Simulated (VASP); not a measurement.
Wanted: the native input for a VASP 6.6.1 run.

```yaml
Task: single point
Functional: PBEsol
Potentials_or_basis: VASP PAW PBE potentials, release 64 (Hf_pv)
Cutoff: 500 eV
k_mesh: 17 × 17 × 17
Occupations: fermi-dirac, width 0.1 eV
Spin: no spin polarisation
Dipole_correction: no
Further_INCAR_settings: ALGO = Normal; EDIFF = 1e-06; NBANDS = 11
```

The structure of Hf lies in POSCAR:

```
Hf
1.0
    0.0000000000      1.9617961353      1.9617961353
    1.9617961353      0.0000000000      1.9617961353
    1.9617961353      1.9617961353      0.0000000000
Hf
1
Direct
    0.0000000000      0.0000000000      0.0000000000
```

This isn't the form of Hf at room conditions, which is hcp.

One way to write it, as run:

INCAR

```
PREC     = Accurate       # precision mode
ENCUT    = 500            # plane-wave cutoff, eV
EDIFF    = 1E-6           # SCF threshold, eV
ISMEAR   = -1             # smearing method
SIGMA    = 0.1            # smearing width, eV
LREAL    = False          # projectors in reciprocal space
LASPH    = True           # aspherical terms in the spheres
NELM     = 120            # most SCF steps
ALGO     = Normal         # electronic algorithm
ISIF     = 2              # what is computed and relaxed
LWAVE    = False          # write WAVECAR
LCHARG   = False          # write CHGCAR
GGA      = PS             # functional
NBANDS   = 11             # bands
GGA_COMPAT= False
```

KPOINTS

```
Automatic mesh
0
Gamma
  17 17 17
```

Potentials or basis: VASP PAW PBE potentials, release 64 (Hf_pv).

The run is started by

```console
$ cat potpaw_PBE.64/Hf_pv/POTCAR > POTCAR
$ mpirun -np 1 vasp_std > vasp.out
```

Results of the run:

```json
{
 "Pressure": "70.0 GPa",
 "Band gap on the k mesh": "zero (bands 5 and 6 overlap by 2.04 eV)"
}
```

Caveat: the cell stands under pressure; the PAW data sets were made with another functional, which shifts forces and pressure a little; spin-orbit coupling is left out, which moves the levels of the heavy elements.

Run time: 23 s on 1 thread of Intel Xeon 8259CL, with other jobs on the host, peak memory 0.14 GiB.
